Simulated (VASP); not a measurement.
# KMgF3 (Pm-3m) in VASP: further runs

KMgF3 is run at these levels: HF, PBE0; tasks: single point.

Program: VASP 6.6.1. These are calculated values, not measurements. Logs are shortened: lines on timing, memory, paths and dates and some standing lists are left out, and cuts for length are marked.

**1. The cell of the first run**

The structure is cubic, space group Pm-3m (No. 221). Conventional cell: a = 3.980 Å, b = 3.980 Å, c = 3.980 Å, α = 90.00°, β = 90.00°, γ = 90.00°. Within 3.7 Å of K (site symmetry m-3m) lie 12 F at 2.81 Å and 8 Mg at 3.45 Å. Within 2.6 Å of Mg (site symmetry m-3m) lie 6 F at 1.99 Å. Within 2.6 Å of F (site symmetry 4/mmm) lie 2 Mg at 1.99 Å.

**2. Single point, HF**

POSCAR reads:

```
KMgF3
1.0
    3.9802355636      0.0000000000      0.0000000000
    0.0000000000      3.9802355636      0.0000000000
    0.0000000000      0.0000000000      3.9802355636
K Mg F
1 1 3
Direct
    0.5000000000      0.5000000000      0.5000000000
    0.0000000000      0.0000000000      0.0000000000
    0.5000000000      0.0000000000      0.0000000000
    0.0000000000      0.5000000000      0.0000000000
    0.0000000000      0.0000000000      0.5000000000
```

INCAR.step1 reads:

```
SYSTEM = KMgF3
  ALGO = Normal
  EDIFF = 1E-5
  ENCUT = 520
  GGA = PE
  ISIF = 2
  ISMEAR = 0
  LASPH = .TRUE.
  LREAL = .FALSE.
  LWAVE = .TRUE.
  NBANDS = 24
  NELM = 100
  PREC = Accurate
  SIGMA = 0.01
```

INCAR.step2 reads:

```
SYSTEM = KMgF3
  AEXX = 1.0
  AGGAC = 0.0
  ALDAC = 0.0
  ALGO = Normal
  EDIFF = 1E-6
  ENCUT = 520
  GGA = PE
  ISIF = 2
  ISMEAR = 0
  ISTART = 1
  LASPH = .TRUE.
  LCHARG = .TRUE.
  LELF = .TRUE.
  LHFCALC = .TRUE.
  LREAL = .FALSE.
  LVHAR = .TRUE.
  LWAVE = .FALSE.
  NBANDS = 24
  NELM = 100
  PREC = Accurate
  PRECFOCK = Fast
  SIGMA = 0.01
```

KPOINTS reads:

```
k-points
0
G
  4 4 4
  0 0 0
```

Potentials or basis: VASP PAW PBE potentials, release 64 (K_sv, Mg, F).

Launch:

```sh
cat potpaw_PBE.64/K_sv/POTCAR potpaw_PBE.64/Mg/POTCAR potpaw_PBE.64/F/POTCAR > POTCAR
cp INCAR.step1 INCAR
mpirun -np 1 vasp_std > vasp.out
cp INCAR.step2 INCAR
mpirun -np 1 vasp_std > vasp.out
```

OUTCAR:

```text
SYSTEM = KMgF3
   AEXX = 1.0
   EDIFF = 1E-6
   ENCUT = 520
   GGA = PE
   ISIF = 2
   ISMEAR = 0
   ISTART = 1
   LASPH = .TRUE.
   LHFCALC = .TRUE.
   LREAL = .FALSE.
   NELM = 100
   PREC = Accurate
   PRECFOCK = Fast

 ion  position               nearest neighbor table
   1  0.500  0.500  0.500-   3 2.81   4 2.81   5 2.81   3 2.81   4 2.81   3 2.81   5 2.81   3 2.81
                             4 2.81   5 2.81   4 2.81   5 2.81   2 3.45   2 3.45   2 3.45   2 3.45
   2  0.000  0.000  0.000-   3 1.99   4 1.99   5 1.99   5 1.99   4 1.99   3 1.99   1 3.45   1 3.45
                             1 3.45   1 3.45   1 3.45   1 3.45   1 3.45   1 3.45
   3  0.500  0.000  0.000-   2 1.99   2 1.99   1 2.81   1 2.81   1 2.81   1 2.81
   4  0.000  0.500  0.000-   2 1.99   2 1.99   1 2.81   1 2.81   1 2.81   1 2.81
   5  0.000  0.000  0.500-   2 1.99   2 1.99   1 2.81   1 2.81   1 2.81   1 2.81

  LATTYP: Found a simple cubic cell.
 ALAT       =     3.9802355636

  Lattice vectors:

 A1 = (   3.9802355636,   0.0000000000,   0.0000000000)
 A2 = (   0.0000000000,   3.9802355636,   0.0000000000)
 A3 = (   0.0000000000,   0.0000000000,   3.9802355636)

Analysis of symmetry for initial positions (statically):
=====================================================================
 Subroutine PRICEL returns:
 Original cell was already a primitive cell.

 Routine SETGRP: Setting up the symmetry group for a
 simple cubic supercell.

 Subroutine GETGRP returns: Found 48 space group operations
 (whereof 48 operations were pure point group operations)
 out of a pool of 48 trial point group operations.

The static configuration has the point symmetry O_h .

Analysis of symmetry for dynamics (positions and initial velocities):
=====================================================================
 Subroutine PRICEL returns:
 Original cell was already a primitive cell.

 Routine SETGRP: Setting up the symmetry group for a
 simple cubic supercell.

 Subroutine GETGRP returns: Found 48 space group operations
 (whereof 48 operations were pure point group operations)
 out of a pool of 48 trial point group operations.

The dynamic configuration has the point symmetry O_h .

 Subroutine INISYM returns: Found 48 space group operations
 (whereof 48 operations are pure point group operations),
 and found     1 'primitive' translations

----------------------------------------------------------------------------------------

                                     Primitive cell

  volume of cell :      63.0560

  direct lattice vectors                    reciprocal lattice vectors
     3.980235564  0.000000000  0.000000000     0.251241411  0.000000000  0.000000000
     0.000000000  3.980235564  0.000000000     0.000000000  0.251241411  0.000000000
     0.000000000  0.000000000  3.980235564     0.000000000  0.000000000  0.251241411

  length of vectors
     3.980235564  3.980235564  3.980235564     0.251241411  0.251241411  0.251241411

  position of ions in fractional coordinates (direct lattice)
     0.500000000  0.500000000  0.500000000
     0.000000000  0.000000000  0.000000000
     0.500000000  0.000000000  0.000000000
     0.000000000  0.500000000  0.000000000
     0.000000000  0.000000000  0.500000000

  ion indices of the primitive-cell ions
   primitive index   ion index
                 1           1
                 2           2
                 3           3
                 4           4
                 5           5

----------------------------------------------------------------------------------------

 KPOINTS: k-points

Automatic generation of k-mesh.
 Grid dimensions read from file:
 generate k-points for:    4    4    4

 Generating k-lattice:

  Cartesian coordinates                     Fractional coordinates (reciprocal lattice)
     0.062810353  0.000000000  0.000000000     0.250000000  0.000000000  0.000000000
     0.000000000  0.062810353  0.000000000     0.000000000  0.250000000  0.000000000
     0.000000000  0.000000000  0.062810353     0.000000000  0.000000000  0.250000000

  Length of vectors
     0.062810353  0.062810353  0.062810353

  Shift w.r.t. Gamma in fractional coordinates (k-lattice)
     0.000000000  0.000000000  0.000000000

 Subroutine IBZKPT returns following result:
 ===========================================

 Found     10 irreducible k-points:

 Following reciprocal coordinates:
            Coordinates               Weight
  0.000000  0.000000  0.000000      1.000000
  0.250000  0.000000  0.000000      6.000000
  0.500000  0.000000  0.000000      3.000000
  0.250000  0.250000  0.000000     12.000000
  0.500000  0.250000  0.000000     12.000000
  0.500000  0.500000  0.000000      3.000000
  0.250000  0.250000  0.250000      8.000000
  0.500000  0.250000  0.250000     12.000000
  0.500000  0.500000  0.250000      6.000000
  0.500000  0.500000  0.500000      1.000000
   k-points           NKPTS =     10   k-points in BZ     NKDIM =     64   number of bands    NBANDS=     24
   number of dos      NEDOS =    301   number of ions     NIONS =      5
   total plane-waves  NPLWV =  27000
   dimension x,y,z NGX =    30 NGY =   30 NGZ =   30
   dimension x,y,z NGXF=    60 NGYF=   60 NGZF=   60
   ions per type =               1   1   3
   NGX,Y,Z   is equivalent  to a cutoff of  12.53, 12.53, 12.53 a.u.
   NGXF,Y,Z  is equivalent  to a cutoff of  25.06, 25.06, 25.06 a.u.
 SYSTEM =  KMgF3
   PREC   = accura    normal or accurate (medium, high low for compatibility)
   ISTART =      1    job   : 0-new  1-cont  2-samecut
   ICHARG =      0    charge: 1-file 2-atom 10-const
   ISPIN  =      1    spin polarized calculation?
   LNONCOLLINEAR =      F non collinear calculations
   LSORBIT =      F    spin-orbit coupling
   LASPH  =      T    aspherical Exc in radial PAW
   ENCUT  =  520.0 eV  38.22 Ry    6.18 a.u.   7.40  7.40  7.40*2*pi/ulx,y,z
   NELM   =    100;   NELMIN=  2; NELMDL=  0     # of ELM steps
   EDIFF  = 0.1E-05   stopping-criterion for ELM
   LREAL  =      F    real-space projection
   EDIFFG = 0.1E-04   stopping-criterion for IOM
   NSW    =      0    number of steps for IOM
   IBRION =     -1    ionic relax: 0-MD 1-quasi-New 2-CG
   NFREE  =      0    steps in history (QN), initial steepest desc. (CG)
   ISIF   =      2    stress and relaxation
   ISYM   =      3    0-nonsym 1-usesym 2-fastsym
   POTIM  = 0.5000    time-step for ionic-motion
   TEBEG  =    0.0;   TEEND  =   0.0 temperature during run
   PSTRESS=    0.0 pullay stress
   NELECT =      32.0000    total number of electrons
   NUPDOWN=      -1.0000    fix difference up-down
   EMIN   =  10.00;   EMAX   =-10.00  energy-range for DOS
   EFERMI =   0.00;   METHOD = LEGACY
   ISMEAR =     0;   SIGMA  =   0.01  broadening in eV -4-tet -1-fermi 0-gaus
   EFERMI_NEDOS =   21; number of points for ismear=-14 and -15
   IALGO  =     38    algorithm
   IMIX   =      1    mixing-type and parameters
     AMIX     =   0.40;   BMIX     =  1.00
     AMIX_MAG =   1.60;   BMIX_MAG =  1.00
  volume/ion in A,a.u.               =      12.61        85.10
  Fermi-wavevector in a.u.,A,eV,Ry     =   1.305818  2.467639 23.200126  1.705161
  Thomas-Fermi vector in A             =   2.436662
   LORBIT       =      0    0 simple, 1 ext, 2 COOP (PROOUT), +10 PAW based schemes
   GGA     = PE    functional components
   LHFCALC =     T    Hartree Fock is set to
   PRECFOCK=fast      Normal, Fast or Accurate (Low or Medium for compatibility)
   ENCUT4O =  -1.0   cutoff for four orbital integrals eV
   NKREDX  =     1    reduce k-point grid by
   NKREDY  =     1    reduce k-point grid by
   NKREDZ  =     1    reduce k-point grid by
   AEXX    =    1.0000 exact exchange contribution
   HFSCREEN=    0.0000 screening length (either q_TF or 0.3 A-1)
   HFSCREENC=   0.0000 screening length for correlation (either q_TF or 0.3 A-1)
   ENCUTFOCK=  -1.0 apply spherical cutoff to Coloumb kernel
   IVDW    =     0    specifies the selected vdW correction
   LEPSILON=     F    determine dielectric tensor
   LRPA    =     F    only Hartree local field effects (RPA)
 non-spin polarized calculation
 Gauss-broadening in eV      SIGMA  =   0.01
  energy-cutoff  :      520.00
  volume of cell :       63.06
 maximum number of plane-waves:      1743
 NGX is ok and might be reduce to    30
  NGX = 16; NGY = 16; NGZ = 16

 number of electron      31.9999958 magnetization

 Free energy of the ion-electron system (eV)
  ---------------------------------------------------
  ext. energy  EPLUGINS =         0.00000000
  ---------------------------------------------------
  free energy    TOTEN  =       -47.51050221 eV

  energy without entropy =      -47.51050221  energy(sigma->0) =      -47.51050221

 E-fermi :  -8.9903     XC(G=0):   0.0000

 val. band max:       -9.0765833216   @ k =   0.5000   0.5000   0.5000
 cond. band min:      10.7098554325   @ k =   0.0000   0.0000   0.0000
 fundamental gap:     19.7864387541
 Fermi energy:        -8.9902992737

 k-point     1 :       0.0000    0.0000    0.0000
  band No.  band energies     occupation
      1     -39.9844      2.00000
      2     -35.2778      2.00000
      3     -34.5571      2.00000
      4     -34.5571      2.00000
      5     -18.1124      2.00000
      6     -18.1124      2.00000
[... 16 lines left out ...]
     23      18.1070      0.00000
     24      21.8903      0.00000

 k-point     2 :       0.2500    0.0000    0.0000
  band No.  band energies     occupation
      1     -39.9616      2.00000
      2     -35.2105      2.00000
      3     -34.6447      2.00000
      4     -34.5528      2.00000
      5     -18.0674      2.00000
      6     -18.0628      2.00000
[... 16 lines left out ...]
     23      18.2647      0.00000
     24      21.4271      0.00000

 k-point     3 :       0.5000    0.0000    0.0000
  band No.  band energies     occupation
      1     -39.9385      2.00000
      2     -35.1156      2.00000
      3     -34.7600      2.00000
      4     -34.5484      2.00000
      5     -18.0223      2.00000
      6     -18.0120      2.00000
[... 16 lines left out ...]
     23      19.4430      0.00000
     24      19.5047      0.00000

 k-point     4 :       0.2500    0.2500    0.0000
  band No.  band energies     occupation
      1     -39.9429      2.00000
      2     -35.1344      2.00000
      3     -34.6736      2.00000
      4     -34.6013      2.00000
      5     -18.1349      2.00000
      6     -18.0235      2.00000
[... 16 lines left out ...]
     23      18.4666      0.00000
     24      20.3177      0.00000

 k-point     5 :       0.5000    0.2500    0.0000
  band No.  band energies     occupation
      1     -39.9240      2.00000
      2     -35.0199      2.00000
      3     -34.7733      2.00000
      4     -34.6173      2.00000
      5     -18.0969      2.00000
      6     -18.0924      2.00000
[... 16 lines left out ...]
     23      19.3672      0.00000
     24      19.9216      0.00000

 k-point     6 :       0.5000    0.5000    0.0000
  band No.  band energies     occupation
      1     -39.9094      2.00000
      2     -34.8232      2.00000
      3     -34.7868      2.00000
      4     -34.7868      2.00000
      5     -18.1697      2.00000
      6     -18.1697      2.00000
[... 16 lines left out ...]
     23      18.7438      0.00000
     24      19.6739      0.00000

 k-point     7 :       0.2500    0.2500    0.2500
  band No.  band energies     occupation
      1     -39.9278      2.00000
      2     -35.0615      2.00000
      3     -34.6669      2.00000
      4     -34.6669      2.00000
      5     -18.1593      2.00000
      6     -18.1593      2.00000
[... 16 lines left out ...]
     23      18.8370      0.00000
     24      20.8670      0.00000

 k-point     8 :       0.5000    0.2500    0.2500
  band No.  band energies     occupation
      1     -39.9127      2.00000
      2     -34.9455      2.00000
      3     -34.7755      2.00000
      4     -34.6600      2.00000
      5     -18.1842      2.00000
      6     -18.1812      2.00000
[... 16 lines left out ...]
     23      19.1496      0.00000
     24      20.4039      0.00000

 k-point     9 :       0.5000    0.5000    0.2500
  band No.  band energies     occupation
      1     -39.9014      2.00000
      2     -34.7959      2.00000
      3     -34.7776      2.00000
      4     -34.7776      2.00000
      5     -18.2637      2.00000
      6     -18.2637      2.00000
[... 16 lines left out ...]
     23      18.6908      0.00000
     24      19.4851      0.00000

 k-point    10 :       0.5000    0.5000    0.5000
  band No.  band energies     occupation
      1     -39.8933      2.00000
      2     -34.7684      2.00000
      3     -34.7684      2.00000
      4     -34.7684      2.00000
      5     -18.3559      2.00000
      6     -18.3559      2.00000
[... 16 lines left out ...]
     23      19.3230      0.00000
     24      19.3230      0.00000

------------------------ aborting loop because EDIFF is reached ----------------------------------------

  FORCE on cell =-STRESS in cart. coord.  units (eV):
  Direction    XX          YY          ZZ          XY          YZ          ZX
  --------------------------------------------------------------------------------------
  -------------------------------------------------------------------------------------
  Total        0.6361991      0.6361991      0.6361991      0.0000000      0.0000000     -0.0000000
  in kB       16.1650583     16.1650583     16.1650583      0.0000000      0.0000000     -0.0000000
  external PRESSURE =      16.1650583 kB  Pullay stress =       0.0000000 kB

 VOLUME and BASIS-vectors are now :
 -----------------------------------------------------------------------------
  energy-cutoff  :      520.00
  volume of cell :       63.06
      direct lattice vectors                 reciprocal lattice vectors
     3.980235564  0.000000000  0.000000000     0.251241411  0.000000000  0.000000000
     0.000000000  3.980235564  0.000000000     0.000000000  0.251241411  0.000000000
     0.000000000  0.000000000  3.980235564     0.000000000  0.000000000  0.251241411

 POSITION                                       TOTAL-FORCE (eV/Angst)
 -----------------------------------------------------------------------------------
      1.99012      1.99012      1.99012         0.000000      0.000000      0.000000
      0.00000      0.00000      0.00000         0.000000      0.000000      0.000000
      1.99012      0.00000      0.00000         0.000000      0.000000      0.000000
      0.00000      1.99012      0.00000         0.000000      0.000000      0.000000
      0.00000      0.00000      1.99012         0.000000      0.000000      0.000000
 -----------------------------------------------------------------------------------
    total drift:                                0.000000      0.000000      0.000000

  FREE ENERGIE OF THE ION-ELECTRON SYSTEM (eV)
  ---------------------------------------------------
  free  energy   TOTEN  =       -47.5105022148 eV

  energy  without entropy=      -47.5105022148  energy(sigma->0) =      -47.51050221
```

Run time: 13 min. Hardware: 1 thread of Intel Xeon Platinum 8375C at 2.90GHz (Ice Lake), shared host; peak memory 0.18 GiB.

Results:

* Free energy: -47.5105 eV
* Pressure: 1.6 GPa
* Band gap on the k mesh: 19.79 eV (least direct gap 20.02 eV)

Levels at points of the mesh, in eV from the valence-band top:
| k point | band 12 | band 13 | band 14 | band 15 | band 16 | band 17 | band 18 | band 19 | band 20 | band 21 |
| --- | --- | --- | --- | --- | --- | --- | --- | --- | --- | --- |
| (0.00, 0.00, 0.00) | -0.77 | -0.77 | -0.23 | -0.23 | -0.23 | 19.79 | 22.74 | 22.74 | 25.69 | 25.69 |
| (0.50, 0.00, 0.00) | -0.98 | -0.98 | -0.98 | -0.52 | -0.52 | 22.78 | 23.45 | 24.07 | 26.63 | 26.65 |
| (0.50, 0.50, 0.00) | -1.18 | -1.00 | -0.97 | -0.97 | -0.02 | 24.30 | 24.80 | 25.67 | 25.67 | 26.63 |
| (0.50, 0.50, 0.50) | -0.99 | -0.99 | 0.00 | 0.00 | 0.00 | 23.54 | 23.54 | 23.54 | 26.79 | 28.38 |

Caveat: the PAW data sets were made with another functional, which shifts forces and pressure a little.

**3. Single point, PBE0**

POSCAR is that of step 2.

INCAR.step1 reads:

```
PREC = Accurate
ENCUT = 520
EDIFF = 1E-5
ISMEAR = 0
SIGMA = 0.01
LREAL = False
LASPH = True
NELM = 100
ALGO = Normal
ISIF = 2
LWAVE = True
LCHARG = False
NBANDS = 24
GGA = PE
```

INCAR.step2 reads:

```
PREC = Accurate
ENCUT = 520
EDIFF = 1E-7
ISMEAR = 0
SIGMA = 0.01
LREAL = False
LASPH = True
NELM = 100
ALGO = Normal
ISIF = 2
LWAVE = False
LCHARG = False
GGA = PE
LHFCALC = True
AEXX = 0.25
PRECFOCK = Fast
NBANDS = 24
ISTART = 1
```

KPOINTS reads:

```
Automatic mesh
0
Gamma
  4 4 4
```

Potentials or basis: VASP PAW PBE potentials, release 64 (K_sv, Mg, F).

Launch:

```sh
cat potpaw_PBE.64/K_sv/POTCAR potpaw_PBE.64/Mg/POTCAR potpaw_PBE.64/F/POTCAR > POTCAR
cp INCAR.step1 INCAR
mpirun -np 1 vasp_std > vasp.out
cp INCAR.step2 INCAR
mpirun -np 1 vasp_std > vasp.out
```

It took 17 min on 1 thread of Intel Xeon 8259CL, shared host; peak memory 0.18 GiB.

The run converged. Its results:

```
Free energy            : -30.7851 eV
Pressure               : 1.1 GPa
Band gap on the k mesh : 10.34 eV (least direct gap 10.64 eV)
```

Levels at points of the mesh, in eV from the valence-band top:
```
           k point  band 14  band 15  band 16  band 17  band 18  band 19
(0.00, 0.00, 0.00)    -0.30    -0.30    -0.30    10.34    13.20    13.20
(0.50, 0.00, 0.00)    -0.91    -0.53    -0.53    13.23    13.64    14.32
(0.50, 0.50, 0.00)    -0.93    -0.93    -0.02    14.21    14.95    15.85
(0.50, 0.50, 0.50)     0.00     0.00     0.00    13.65    13.65    13.65
```

Caveat: the PAW data sets were made with another functional, which shifts forces and pressure a little.
